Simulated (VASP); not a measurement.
Crystal: SrO.

```
CELL_PARAMETERS angstrom
3.13358 0.00000 0.00000
0.00000 3.13358 0.00000
0.00000 0.00000 3.13358
ATOMIC_POSITIONS crystal
Sr 0.00000 0.00000 0.00000
O 0.50000 0.50000 0.50000
```

* Program: VASP 6.6.1
* Task: relaxation of cell and atoms
* Functional: LDA
* Potentials or basis: VASP PAW LDA potentials, release 64 (Sr_sv, O)
* Cutoff: 600 eV
* k mesh: 8 × 8 × 8
* Occupations: fermi-dirac, width 0.02 eV
* Spin: no spin polarisation

At the start: pressure -7.7 GPa; volume 15.38 Å³/atom.

Task: Where does the relaxation end?

Result: Over 3 steps the energy falls by 31.6 meV/atom and the volume is 14.17 Å³/atom (-7.9 %); space group Pm-3m (No. 221, to 0.05 Å).

Step by step:
```
step  energy change (eV)  largest force (eV/Å)  pressure (GPa)  volume (Å³)
   1              0.0000                0.0000           -7.69        30.77
   2             -0.0562                0.0000            3.25        27.60
   3             -0.0633                0.0000            0.00        28.33
```

Final structure:
```
Sr O
1.0
     3.04863    0.00000    0.00000
     0.00000    3.04863    0.00000
     0.00000    0.00000    3.04863
Sr O
1 1
Direct
  0.00000 0.00000 0.00000
  0.50000 0.50000 0.50000
```
